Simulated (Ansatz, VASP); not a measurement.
Pt: VASP beside Ansatz

File INCAR:

```
PREC = Accurate
ENCUT = 520
EDIFF = 1E-6
ISMEAR = 0
SIGMA = 0.15
LREAL = False
LASPH = True
NELM = 100
ALGO = Fast
ISIF = 2
LWAVE = False
LCHARG = True
GGA = PE
LELF = True
LVHAR = True
NBANDS = 17
```

Contents of KPOINTS:

```
regular mesh
0
Gamma
  18 18 10
```

File POSCAR:

```
Pt
1.0
    2.7585396153      0.0000000000      0.0000000000
   -1.3792698077      2.3889653842      0.0000000000
    0.0000000000      0.0000000000      4.7813829964
Pt
2
Direct
    0.6370961658      0.4141214441      0.7500000000
    0.3629038342      0.5858785559      0.2500000000
```

Input for Ansatz:

```yaml
crystal:
  lattice:
    - [2.7585396153, 0.0, 0.0]
    - [-1.3792698077, 2.3889653842, 0.0]
    - [0.0, 0.0, 4.7813829964]
  atoms:
    - { symbol: Pt, position: [0.6370961658, 0.4141214441, 0.75] }
    - { symbol: Pt, position: [0.3629038342, 0.5858785559, 0.25] }
basis:
  ecutwfc: 420
kpoints:
  mp_grid: { grid: [18, 18, 10] }
hamiltonian:
  xc: pbe
scf:
  occupations: { method: gaussian, width: 0.15 }
output:
  forces: true
  stress: true
  eigenvalues: true
  write_density: true
  write_potential: true
  elf: true
  volumetric_format: npy
```

Change from the starting cell: mode 1 frozen in at -0.193 Å and mode 2 at +0.193 Å (largest displacements).

Alike in both runs: task single point; functional PBE; k mesh 18 × 18 × 10; occupations gaussian, width 0.15 eV; no spin polarisation.

```csv
,VASP,Ansatz
version,VASP 6.6.1,Ansatz 0.2.0
potentials or method,"VASP PAW PBE potentials, release 64 (Pt), cutoff 520 eV","scalar-relativistic, plane waves, PAW"
valence electrons in the cell,20,36
```

Ansatz gave:

- gap on the k mesh at the Fermi level (eV): none
- pressure (GPa): 4.1
- traceless stress, the component that is largest in VASP (GPa): 7.40
- rms of the force components (eV/Å): 0.307

Task: What did VASP give for the same quantities?

Result: gap on the k mesh at the Fermi level (eV): none; pressure (GPa): 3.6; traceless stress, the component that is largest in VASP (GPa): 7.27; rms of the force components (eV/Å): 0.301.

Atom by atom the forces differ by 0.005 eV/Å (rms over components). A gap of «none» marks a metal or a gap that the smearing closes. With one functional, cell and mesh, what is left measures potentials, basis and numerics. VASP's potentials hold 20 valence electrons a cell and Ansatz's 36, so a difference there can come from the potentials and not from the codes.

Neither program's run includes spin-orbit coupling.
